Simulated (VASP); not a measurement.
Wanted: the native input for a VASP 6.6.1 run.

* Task: single point
* Functional: PBEsol
* Potentials or basis: VASP PAW PBE potentials, release 64 (Ge_d, Si)
* Cutoff: 520 eV
* k mesh: 6 × 6 × 6
* Occupations: gaussian, width 0.02 eV
* Spin: no spin polarisation
* Dipole correction: no
* Further INCAR settings: LREAL = Auto; ALGO = Normal; EDIFF = 1e-07; NBANDS = 61

The structure of Si13Ge3 lies in POSCAR:

```
Si13Ge3
1.0
    0.0004347640      5.4732263997      5.4727239307
    5.4724914116      0.0011697521      5.4719889426
    5.4736611638      5.4736611638      0.0000000000
Ge Si
3 13
Direct
    0.3765194879      0.3705402310      0.3764701405
    0.3751399721      0.3749463967      0.8749568156
    0.2483991893      0.7544915350      0.2485546378
    0.3764017018      0.8763160937      0.3764091830
    0.3764017018      0.8763160937      0.8708730215
    0.8749153379      0.3749220028      0.3751999019
    0.8749153379      0.3749220028      0.8749627575
    0.8708662450      0.8763458198      0.3763939676
    0.8749383636      0.8751735604      0.8749440380
    0.2472429753      0.2473152986      0.2526559421
    0.2472429753      0.2473152986      0.7527857840
    0.2484713815      0.7541231739      0.7487027223
    0.7542047042      0.2484811834      0.2486570562
    0.7540972861      0.2485064252      0.7486981444
    0.7501216701      0.7501424422      0.2498763469
    0.7501216701      0.7501424422      0.7498595407
```

These files were run (other wordings do the same):

INCAR

```
SYSTEM = Si13Ge3
PREC     = Accurate       ! precision mode
ENCUT    = 520            ! plane-wave cutoff, eV
EDIFF    = 1E-7           ! SCF threshold, eV
ISMEAR   = 0              ! smearing method
SIGMA    = 0.02           ! smearing width, eV
LREAL    = Auto         
LASPH    = .True.         ! aspherical terms in the spheres
NELM     = 100            ! most SCF steps
ALGO     = Normal         ! electronic algorithm
ISIF     = 2              ! what is computed and relaxed
LWAVE    = .False.        ! write WAVECAR
LCHARG   = .True.         ! write CHGCAR
GGA      = PS             ! functional
LELF     = .True.         ! ELF
LVHAR    = .True.       
NBANDS   = 61             ! bands
```

KPOINTS

```
Automatic mesh
0
Gamma
  6 6 6
  0 0 0
```

Potentials or basis: VASP PAW PBE potentials, release 64 (Ge_d, Si).

Launch:

```sh
$ cat potpaw_PBE.64/Ge_d/POTCAR potpaw_PBE.64/Si/POTCAR > POTCAR
$ mpirun -np 1 vasp_std > vasp.out
```

Results of the run:

```
Pressure               : 0.1 GPa
Largest force          : 0.012 eV/Å
Band gap on the k mesh : 0.37 eV, direct
```

Caveat: the PAW data sets were made with another functional, which shifts forces and pressure a little.

Run time: 46 min on 1 thread of Intel(R) Xeon(R) Platinum 8259CL CPU @ 2.50GHz (Skylake/Cascade Lake) (shared host), peak memory 1 GiB.
